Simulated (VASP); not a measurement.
# GeH2W8C8 in VASP: notebook

Runs on GeH2W8C8. Level: PBE+D3(BJ). Tasks: single point.

Program: VASP 6.6.1. These are calculated values, not measurements. Logs are shortened: lines on timing, memory, paths and dates and some standing lists are left out, and cuts for length are marked.

## Step 1: The cell of the first run

The cell holds a slab with vacuum, 19 atoms: a = 5.783 Å, b = 5.783 Å, c = 17.245 Å, α = 90.00°, β = 90.00°, γ = 120.00°.

## Step 2: Single point, PBE+D3(BJ)

The input, INCAR:

```
PREC     = Accurate       # precision mode
ENCUT    = 520            # plane-wave cutoff, eV
EDIFF    = 1E-6           # SCF threshold, eV
ISMEAR   = 0              # smearing method
SIGMA    = 0.15           # smearing width, eV
LREAL    = Auto         
LASPH    = T              # aspherical terms in the spheres
NELM     = 80             # most SCF steps
ALGO     = Normal         # electronic algorithm
ISIF     = 2              # what is computed and relaxed
LWAVE    = F              # write WAVECAR
LCHARG   = F              # write CHGCAR
GGA      = PE             # functional
IVDW     = 12             # dispersion correction
NBANDS   = 95             # bands
```

The input, KPOINTS:

```
regular mesh
0
Gamma
  3 3 1
```

The input, POSCAR:

```
GeH2W8C8
1.0
    5.7832000000      0.0000000000      0.0000000000
   -2.8916000000      5.0083980000      0.0000000000
    0.0000000000      0.0000000000     17.2447000000
W C Ge H
8 8 1 2
Direct
    0.0000000000      0.0000000000      0.0579888000
    0.0017318369     -0.0001730126      0.2234917900
    0.0000000000      0.5000000000      0.0579888000
    0.0017238274      0.5019073778      0.2234997987
    0.5000000000      0.0000000000      0.0579888000
    0.5031871095      0.0015894072      0.2215997135
    0.5000000000      0.5000000000      0.0579888000
    0.4998397169      0.4999393775      0.2251206486
    0.3334775860      0.1677690449      0.1348578396
    0.3382212866      0.1658413073      0.2950678359
    0.3334635969      0.6657138602      0.1348613738
    0.3382459257      0.6724059651      0.2950907017
    0.8338693264      0.1669404537      0.1337065414
    0.8383878410      0.1691858685      0.2875298633
    0.8323526643      0.6661722964      0.1347281571
    0.8359847059      0.6680123390      0.2898357041
    0.3642084627     -0.0680106209      0.3752617658
    0.0893795458     -0.2058557269      0.4164277778
    0.6191065041      0.0595554481      0.4250752546
```

Potentials or basis: VASP PAW PBE potentials, release 64 (W_sv, C, Ge_d, H).

Run with:

```console
$ cat potpaw_PBE.64/W_sv/POTCAR potpaw_PBE.64/C/POTCAR potpaw_PBE.64/Ge_d/POTCAR potpaw_PBE.64/H/POTCAR > POTCAR
$ mpirun -np 1 vasp_std > vasp.out
```

OUTCAR:

```text
PREC = Accurate
   ENCUT = 520
   EDIFF = 1E-6
   ISMEAR = 0
   LREAL = Auto
   LASPH = T
   NELM = 80
   ISIF = 2
   GGA = PE
   IVDW = 12
 IVDW          = 12

 ion  position               nearest neighbor table
   1  0.000  0.000  0.058-  13 2.12  15 2.13   9 2.13   2 2.85   7 2.89   3 2.89   3 2.89   7 2.89
                             5 2.89   5 2.89
   2  0.002  1.000  0.223-  14 2.00  16 2.02  10 2.09   9 2.26  15 2.27  13 2.28   1 2.85   4 2.88
                             8 2.89   6 2.89   6 2.90   8 2.90   4 2.90
   3  0.000  0.500  0.058-  13 2.12  15 2.13  11 2.13   4 2.85   5 2.89   1 2.89   1 2.89   5 2.89
                             7 2.89   7 2.89
   4  0.002  0.502  0.223-  14 2.00  16 2.02  12 2.09  11 2.26  15 2.27  13 2.28   3 2.85   2 2.88
                             8 2.89   6 2.89   6 2.90   8 2.90   2 2.90
   5  0.500  0.000  0.058-  13 2.12   9 2.14  11 2.14   6 2.82   7 2.89   3 2.89   7 2.89   3 2.89
                             1 2.89   1 2.89
   6  0.503  0.002  0.222-  14 2.03  10 2.08  12 2.08  13 2.25  11 2.25   9 2.25  17 2.74   5 2.82
                             2 2.89   4 2.89   8 2.89   8 2.89   4 2.90   2 2.90
   7  0.500  0.500  0.058-  15 2.13   9 2.13  11 2.13   8 2.88   1 2.89   5 2.89   5 2.89   1 2.89
                             3 2.89   3 2.89
   8  0.500  0.500  0.225-  16 2.02  10 2.06  12 2.06  11 2.28   9 2.28  15 2.28   7 2.88   4 2.89
                             2 2.89   6 2.89   6 2.89   2 2.90   4 2.90
   9  0.333  0.168  0.135-   7 2.13   1 2.13   5 2.14   6 2.25   2 2.26   8 2.28
  10  0.338  0.166  0.295-  17 1.99   8 2.06   6 2.08   2 2.09
  11  0.333  0.666  0.135-   7 2.13   3 2.13   5 2.14   6 2.25   4 2.26   8 2.28
  12  0.338  0.672  0.295-  17 1.99   8 2.06   6 2.08   4 2.09
  13  0.834  0.167  0.134-   3 2.12   1 2.12   5 2.12   6 2.25   2 2.28   4 2.28
  14  0.838  0.169  0.288-   2 2.00   4 2.00   6 2.03
  15  0.832  0.666  0.135-   7 2.13   3 2.13   1 2.13   2 2.27   4 2.27   8 2.28
  16  0.836  0.668  0.290-   2 2.02   4 2.02   8 2.02
  17  0.364  0.932  0.375-  19 1.54  18 1.55  12 1.99  10 1.99   6 2.74
  18  0.089  0.794  0.416-  17 1.55
  19  0.619  0.060  0.425-  17 1.54

  LATTYP: Found a hexagonal cell.
 ALAT       =     5.7832000000
 C/A-ratio  =     2.9818612533

  Lattice vectors:

 A1 = (   5.7832000000,   0.0000000000,   0.0000000000)
 A2 = (  -2.8916000000,   5.0083980000,   0.0000000000)
 A3 = (   0.0000000000,   0.0000000000,  17.2447000000)

Analysis of symmetry for initial positions (statically):
=====================================================================
 Subroutine PRICEL returns:
 Original cell was already a primitive cell.

 Routine SETGRP: Setting up the symmetry group for a
 hexagonal supercell.

 Subroutine GETGRP returns: Found  1 space group operations
 (whereof  1 operations were pure point group operations)
 out of a pool of 24 trial point group operations.

The static configuration has the point symmetry C_1 .

Analysis of symmetry for dynamics (positions and initial velocities):
=====================================================================
 Subroutine PRICEL returns:
 Original cell was already a primitive cell.

 Routine SETGRP: Setting up the symmetry group for a
 hexagonal supercell.

 Subroutine GETGRP returns: Found  1 space group operations
 (whereof  1 operations were pure point group operations)
 out of a pool of 24 trial point group operations.

The dynamic configuration has the point symmetry C_1 .

 Subroutine INISYM returns: Found  1 space group operations
 (whereof  1 operations are pure point group operations),
 and found     1 'primitive' translations

----------------------------------------------------------------------------------------

                                     Primitive cell

  volume of cell :     499.4853

  direct lattice vectors                    reciprocal lattice vectors
     5.783200000  0.000000000  0.000000000     0.172914649  0.099832322  0.000000000
    -2.891600000  5.008398000  0.000000000     0.000000000  0.199664643  0.000000000
     0.000000000  0.000000000 17.244700000     0.000000000  0.000000000  0.057988831

  length of vectors
     5.783200000  5.783199900 17.244700000     0.199664640  0.199664643  0.057988831

  position of ions in fractional coordinates (direct lattice)
     0.000000000  0.000000000  0.057988800
     0.001731837  0.999826987  0.223491790
     0.000000000  0.500000000  0.057988800
     0.001723827  0.501907378  0.223499799
     0.500000000  0.000000000  0.057988800
     0.503187109  0.001589407  0.221599713
[... 11 lines left out ...]
     0.089379546  0.794144273  0.416427778
     0.619106504  0.059555448  0.425075255

  ion indices of the primitive-cell ions
   primitive index   ion index
                 1           1
                 2           2
                 3           3
                 4           4
                 5           5
                 6           6
[... 11 lines left out ...]
                18          18
                19          19

----------------------------------------------------------------------------------------

 KPOINTS: regular mesh

Automatic generation of k-mesh.
 Grid dimensions read from file:
 generate k-points for:    3    3    1

 Generating k-lattice:

  Cartesian coordinates                     Fractional coordinates (reciprocal lattice)
     0.057638216  0.033277441  0.000000000     0.333333333  0.000000000  0.000000000
     0.000000000  0.066554881  0.000000000     0.000000000  0.333333333  0.000000000
     0.000000000  0.000000000  0.057988831     0.000000000  0.000000000  1.000000000

  Length of vectors
     0.066554880  0.066554881  0.057988831

  Shift w.r.t. Gamma in fractional coordinates (k-lattice)
     0.000000000  0.000000000  0.000000000

 Subroutine IBZKPT returns following result:
 ===========================================

 Found      5 irreducible k-points:

 Following reciprocal coordinates:
            Coordinates               Weight
  0.000000  0.000000  0.000000      1.000000
  0.333333  0.000000  0.000000      2.000000
  0.000000  0.333333  0.000000      2.000000
 -0.333333  0.333333  0.000000      2.000000
  0.333333  0.333333  0.000000      2.000000
   k-points           NKPTS =      5   k-points in BZ     NKDIM =      5   number of bands    NBANDS=     95
   number of dos      NEDOS =    301   number of ions     NIONS =     19
   total plane-waves  NPLWV = 294912
   dimension x,y,z NGX =    48 NGY =   48 NGZ =  128
   dimension x,y,z NGXF=    96 NGYF=   96 NGZF=  256
   ions per type =               8   8   1   2
   NGX,Y,Z   is equivalent  to a cutoff of  13.80, 13.80, 12.34 a.u.
   NGXF,Y,Z  is equivalent  to a cutoff of  27.60, 27.60, 24.68 a.u.
 SYSTEM =  unknown system
   PREC   = accura    normal or accurate (medium, high low for compatibility)
   ISTART =      0    job   : 0-new  1-cont  2-samecut
   ICHARG =      2    charge: 1-file 2-atom 10-const
   ISPIN  =      1    spin polarized calculation?
   LNONCOLLINEAR =      F non collinear calculations
   LSORBIT =      F    spin-orbit coupling
   LASPH  =      T    aspherical Exc in radial PAW
   ENCUT  =  520.0 eV  38.22 Ry    6.18 a.u.  10.75 10.75 32.06*2*pi/ulx,y,z
   NELM   =     80;   NELMIN=  2; NELMDL= -5     # of ELM steps
   EDIFF  = 0.1E-05   stopping-criterion for ELM
   LREAL  =      T    real-space projection
   EDIFFG = 0.1E-04   stopping-criterion for IOM
   NSW    =      0    number of steps for IOM
   IBRION =     -1    ionic relax: 0-MD 1-quasi-New 2-CG
   NFREE  =      0    steps in history (QN), initial steepest desc. (CG)
   ISIF   =      2    stress and relaxation
   ISYM   =      2    0-nonsym 1-usesym 2-fastsym
   POTIM  = 0.5000    time-step for ionic-motion
   TEBEG  =    0.0;   TEEND  =   0.0 temperature during run
   PSTRESS=    0.0 pullay stress
   NELECT =     160.0000    total number of electrons
   NUPDOWN=      -1.0000    fix difference up-down
   EMIN   =  10.00;   EMAX   =-10.00  energy-range for DOS
   EFERMI =   0.00;   METHOD = LEGACY
   ISMEAR =     0;   SIGMA  =   0.15  broadening in eV -4-tet -1-fermi 0-gaus
   EFERMI_NEDOS =   21; number of points for ismear=-14 and -15
   IALGO  =     38    algorithm
   IMIX   =      4    mixing-type and parameters
     AMIX     =   0.40;   BMIX     =  1.00
     AMIX_MAG =   1.60;   BMIX_MAG =  1.00
  volume/ion in A,a.u.               =      26.29       177.40
  Fermi-wavevector in a.u.,A,eV,Ry     =   1.120144  2.116766 17.071543  1.254723
  Thomas-Fermi vector in A             =   2.256788
   LORBIT       =      0    0 simple, 1 ext, 2 COOP (PROOUT), +10 PAW based schemes
   GGA     = PE    functional components
   LHFCALC =     F    Hartree Fock is set to
   AEXX    =    0.0000 exact exchange contribution
   IVDW    =    12    specifies the selected vdW correction
   LEPSILON=     F    determine dielectric tensor
   LRPA    =     F    only Hartree local field effects (RPA)
 non-spin polarized calculation
 Gauss-broadening in eV      SIGMA  =   0.15
  energy-cutoff  :      520.00
  volume of cell :      499.49
 maximum number of plane-waves:     13461
 NGX is ok and might be reduce to    48
   NGX = 21   NGY = 21   NGZ = 65

 number of electron     159.9999981 magnetization

 Free energy of the ion-electron system (eV)
  ---------------------------------------------------
  ext. energy  EPLUGINS =         0.00000000
  ---------------------------------------------------
  free energy    TOTEN  =      -174.86844385 eV

  energy without entropy =     -174.78852121  energy(sigma->0) =     -174.82848253

 E-fermi :   0.9456     XC(G=0):  -6.3458

 val. band max:        0.9232187862   @ k =   0.3333   0.0000   0.0000
 cond. band min:       1.0013054134   @ k =   0.3333   0.3333   0.0000
 fundamental gap:      0.0780866272
 Fermi energy:         0.9455737783

 k-point     1 :       0.0000    0.0000    0.0000
  band No.  band energies     occupation
      1     -72.9733      2.00000
      2     -72.9471      2.00000
      3     -72.9295      2.00000
      4     -72.8961      2.00000
      5     -72.8864      2.00000
      6     -72.8822      2.00000
[... 464 lines left out ...]
     91       3.5416      0.00000
     92       3.5523      0.00000
 [bands above 92 left out]

------------------------ aborting loop because EDIFF is reached ----------------------------------------

 Edisp (eV)   -5.17416

 E8    (eV) :    -2.4242

  FORCE on cell =-STRESS in cart. coord.  units (eV):
  Direction    XX          YY          ZZ          XY          YZ          ZX
  --------------------------------------------------------------------------------------
  -------------------------------------------------------------------------------------
  Total       4.55608     4.58323     0.65543    -0.03088     0.02511     0.01885
  in kB      14.61436    14.70144     2.10238    -0.09905     0.08053     0.06046
  external pressure =       10.47 kB  Pullay stress =        0.00 kB

 VOLUME and BASIS-vectors are now :
 -----------------------------------------------------------------------------
  energy-cutoff  :      520.00
  volume of cell :      499.49
      direct lattice vectors                 reciprocal lattice vectors
     5.783200000  0.000000000  0.000000000     0.172914649  0.099832322  0.000000000
    -2.891600000  5.008398000  0.000000000     0.000000000  0.199664643  0.000000000
     0.000000000  0.000000000 17.244700000     0.000000000  0.000000000  0.057988831

 POSITION                                       TOTAL-FORCE (eV/Angst)
 -----------------------------------------------------------------------------------
      0.00000      0.00000      1.00000         0.136349     -0.053770     -0.066437
     -2.88108      5.00753      3.85405        -0.006090     -0.007646     -0.037247
     -1.44580      2.50420      1.00000         0.021565      0.145185     -0.065311
     -1.44135      2.51375      3.85419        -0.008692      0.000303     -0.037360
      2.89160      0.00000      1.00000        -0.051954     -0.029905     -0.238653
      2.90544      0.00796      3.82142        -0.004695     -0.000645     -0.055203
[... 11 lines left out ...]
     -1.77945      3.97739      7.18117         0.023123      0.018210     -0.018540
      3.40821      0.29828      7.33030        -0.029779     -0.017274     -0.022531
 -----------------------------------------------------------------------------------
    total drift:                                0.011765      0.006576     -0.009819

  FREE ENERGIE OF THE ION-ELECTRON SYSTEM (eV)
  ---------------------------------------------------
  free  energy   TOTEN  =      -180.0426073098 eV

  energy  without entropy=     -179.9626846642  energy(sigma->0) =     -180.00264599
```

It took 9.2 min on 1 thread of Intel Xeon Platinum 8488C (Sapphire Rapids), shared host; peak memory 0.7 GiB.

What came out:

```
Free energy                : -180.0426 eV
Largest force              : 0.246 eV/Å
Band gap on the k mesh     : zero (bands 80 and 81 overlap by 0.49 eV)
Dispersion energy per atom : -0.272 eV
```

Forces in eV/Å, atoms in the order of the input:
```
W    0.136 -0.054 -0.066
W   -0.006 -0.008 -0.037
W    0.022  0.145 -0.065
W   -0.009  0.000 -0.037
W   -0.052 -0.030 -0.239
W   -0.005 -0.001 -0.055
W   -0.107 -0.061  0.185
W    0.001 -0.001 -0.012
C   -0.003 -0.003 -0.002
C    0.012 -0.005  0.081
C   -0.003 -0.001 -0.003
C    0.008  0.004  0.067
C    0.002  0.001  0.001
C    0.009  0.006  0.093
C    0.001  0.001 -0.005
C   -0.004 -0.004  0.089
Ge   0.004  0.009  0.047
H    0.023  0.018 -0.019
H   -0.030 -0.017 -0.023
```

Levels at points of the mesh, in eV from the Fermi level:
| k point | band 77 | band 78 | band 79 | band 80 | band 81 | band 82 | band 83 | band 84 | band 85 | band 86 |
| --- | --- | --- | --- | --- | --- | --- | --- | --- | --- | --- |
| (0.00, 0.00, 0.00) | 0.23 | 0.29 | 0.32 | 0.47 | 0.54 | 0.57 | 1.11 | 1.20 | 2.22 | 2.25 |

Caveat: the k points lie up to 0.42 Å⁻¹ apart; spin-orbit coupling is left out, which moves the levels of the heavy elements.

## Step 3: Single point, PBE+D3(BJ)

The input, INCAR:

```
SYSTEM = GeH2W8C8
  PREC = Accurate
  ENCUT = 520
  EDIFF = 1E-6
  ISMEAR = 0
  SIGMA = 0.15
  LREAL = Auto
  LASPH = .TRUE.
  NELM = 80
  ALGO = Normal
  ISIF = 2
  LWAVE = .FALSE.
  LCHARG = .FALSE.
  GGA = PE
  IVDW = 12
  NBANDS = 95
```

The input, KPOINTS:

```
regular mesh
0
G
  3 3 1
  0 0 0
```

The input, POSCAR:

```
GeH2W8C8
1.0
    5.7832000000      0.0000000000      0.0000000000
   -2.8916000000      5.0083980000      0.0000000000
    0.0000000000      0.0000000000     17.2447000000
W C Ge H
8 8 1 2
Direct
    0.0000000000      0.0000000000      0.0579887734
    0.0017318158     -0.0001731092      0.2234917975
    0.0000000000      0.5000000000      0.0579887734
    0.0017238600      0.5019073963      0.2234997999
    0.5000000000      0.0000000000      0.0579887734
    0.5031871124      0.0015893306      0.2215997379
    0.5000000000      0.5000000000      0.0579887734
    0.4998396192      0.4999393019      0.2251206458
    0.3334776394      0.1677690152      0.1348578404
    0.3382213251      0.1658412530      0.2950678179
    0.3334635181      0.6657138670      0.1348613777
    0.3382460000      0.6724060268      0.2950907235
    0.8338692905      0.1669404069      0.1337065301
    0.8383878755      0.1691858355      0.2875298498
    0.8323526446      0.6661722970      0.1347281774
    0.8359846926      0.6680124064      0.2898357176
    0.3642085069     -0.0680105694      0.3752617906
    0.0893795507     -0.2058556449      0.4164277720
    0.6191064307      0.0595553708      0.4250752405
```

Potentials or basis: VASP PAW PBE potentials, release 64 (W_sv, C, Ge_d, H).

Run with:

```console
$ cat potpaw_PBE.64/W_sv/POTCAR potpaw_PBE.64/C/POTCAR potpaw_PBE.64/Ge_d/POTCAR potpaw_PBE.64/H/POTCAR > POTCAR
$ mpirun -np 1 vasp_std > vasp.out
```

It took 9.2 min on 1 thread of Intel Xeon Platinum 8488C (Sapphire Rapids), shared host; peak memory 0.7 GiB.

Results (log left out):

- Free energy: -180.0426 eV
- Largest force: 0.246 eV/Å
- Band gap on the k mesh: zero (bands 80 and 81 overlap by 0.49 eV)
- Dispersion energy per atom: -0.272 eV

Forces in eV/Å, atoms in the order of the input:
```
W    0.136 -0.054 -0.066
W   -0.006 -0.008 -0.037
W    0.022  0.145 -0.065
W   -0.009  0.000 -0.037
W   -0.052 -0.030 -0.239
W   -0.005 -0.001 -0.055
W   -0.107 -0.061  0.185
W    0.001 -0.001 -0.012
C   -0.003 -0.003 -0.002
C    0.012 -0.005  0.081
C   -0.003 -0.001 -0.003
C    0.008  0.004  0.067
C    0.002  0.001  0.001
C    0.009  0.006  0.093
C    0.001  0.001 -0.005
C   -0.004 -0.004  0.089
Ge   0.004  0.009  0.047
H    0.023  0.018 -0.019
H   -0.030 -0.017 -0.023
```

Levels at points of the mesh, in eV from the Fermi level:
| k point | band 78 | band 79 | band 80 | band 81 | band 82 | band 83 | band 84 | band 85 |
| --- | --- | --- | --- | --- | --- | --- | --- | --- |
| (0.00, 0.00, 0.00) | 0.29 | 0.32 | 0.47 | 0.54 | 0.57 | 1.11 | 1.20 | 2.22 |

Caveat: the k points lie up to 0.42 Å⁻¹ apart; spin-orbit coupling is left out, which moves the levels of the heavy elements.
